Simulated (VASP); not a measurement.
Here is a VASP 6.6.1 calculation.

INCAR

```
PREC     = Accurate       # precision mode
ENCUT    = 520            # plane-wave cutoff, eV
EDIFF    = 1E-6           # SCF threshold, eV
ISMEAR   = -1             # smearing method
SIGMA    = 0.01           # smearing width, eV
LREAL    = F              # projectors in reciprocal space
LASPH    = T              # aspherical terms in the spheres
NELM     = 150            # most SCF steps
ALGO     = Fast           # electronic algorithm
ISIF     = 2              # what is computed and relaxed
LWAVE    = F              # write WAVECAR
LCHARG   = F              # write CHGCAR
ISPIN    = 2              # spin polarisation
MAGMOM   = 0.21           # initial moments
LORBIT   = 11             # projections on sites
GGA      = PS             # functional
IVDW     = 12             # dispersion correction
NBANDS   = 12             # bands
```

KPOINTS

```
regular mesh
0
Gamma
  12 12 12
```

The input POSCAR:

```
Al
1.0
   -1.5587357247      1.5587357247      1.5587357247
    1.5587357247     -1.5587357247      1.5587357247
    1.5587357247      1.5587357247     -1.5587357247
Al
1
Direct
    0.0000000000      0.0000000000      0.0000000000
```

Potentials or basis: VASP PAW PBE potentials, release 64 (Al).

Run with:

```sh
$ cat potpaw_PBE.64/Al/POTCAR > POTCAR
$ mpirun -np 1 vasp_std > vasp.out
```

(1) Estimate the dispersion energy per atom.

(2) What does it give for the net moment?

Results:

(1) -0.347 eV.

(2) 0.00 μB per cell.

Caveat: three body term missing.
